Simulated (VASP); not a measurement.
Ni: single point with PBE

Crystal: Ni.

```
Ni
1.0
     2.33346    0.00000    0.00000
    -1.16673    2.02084    0.00000
     0.00000    0.00000    2.26294
Ni
1
Direct
  0.00000 0.00000 0.00000
```

```
Program             : VASP 6.6.1
Task                : single point
Functional          : PBE
Potentials or basis : VASP PAW PBE potentials, release 64 (Ni_sv_GW)
Cutoff              : 590 eV
k mesh              : 18 × 18 × 17
Occupations         : fermi-dirac, width 0.1 eV
Spin                : collinear spin, ferromagnetic start
Starting moments    : [1.0] μB
```

```
Pressure                                              : 17.1 GPa
Net moment                                            : 0.15 μB per cell
Site moments                                          : Ni +0.16 μB
Valence electrons inside the program's atomic spheres : Ni 16.45
```

Stress tensor (GPa, compression positive):
```
17.06  0.00  0.00
 0.00 17.06  0.00
 0.00  0.00 17.28
```

Levels at points of the mesh, in eV from the Fermi level:
Spin up:
```
           k point  band 7  band 8  band 9  band 10  band 11  band 12
(0.00, 0.00, 0.00)   -2.13   -2.13    0.01     0.01    19.85    24.32
(0.50, 0.00, 0.00)   -1.32   -0.33   -0.26     0.17     6.14    18.12
```
Spin down:
```
           k point  band 7  band 8  band 9  band 10  band 11  band 12
(0.00, 0.00, 0.00)   -1.98   -1.98    0.20     0.20    19.86    24.29
(0.50, 0.00, 0.00)   -1.15   -0.34   -0.07     0.35     6.23    18.13
```

It took 94 s on 1 thread of Intel(R) Xeon(R) 6975P-C (Granite Rapids), with other jobs on the host, peak memory 0.25 GiB.
